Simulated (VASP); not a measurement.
Here is a VASP 6.6.1 calculation.

The input INCAR:

```
SYSTEM = Ti
PREC = Accurate
ENCUT = 520
EDIFF = 1E-6
ISMEAR = -1
SIGMA = 0.05
LREAL = .False.
LASPH = .True.
NELM = 60
ALGO = Normal
ISIF = 2
LWAVE = .False.
LCHARG = .False.
GGA = PE
NBANDS = 19
```

Contents of KPOINTS:

```
Automatic mesh
0
Gamma
  9 9 5
  0 0 0
```

Contents of POSCAR:

```
Ti
1.0
    2.9888202413      0.0000000000      0.0000000000
   -1.4944101206      2.5883892501      0.0000000000
    0.0000000000      0.0000000000      4.7415860099
Ti
2
Direct
    0.3333333333      0.6666666667      0.2500000000
    0.6666666667      0.3333333333      0.7500000000
```

Potentials or basis: VASP PAW PBE potentials, release 64 (Ti_sv).

Command:

```bash
$ cat potpaw_PBE.64/Ti_sv/POTCAR > POTCAR
$ mpirun -np 1 vasp_std > vasp.out
```

What does it give for the pressure?

-5.6 GPa.

Predict the band gap on the k mesh.

zero (band 12 reaches 8.52 eV, above the bottom of band 13 at 7.52 eV).

Stress tensor (GPa, compression positive):
```
-5.40  0.00  0.00
 0.00 -5.40  0.00
 0.00  0.00 -6.14
```
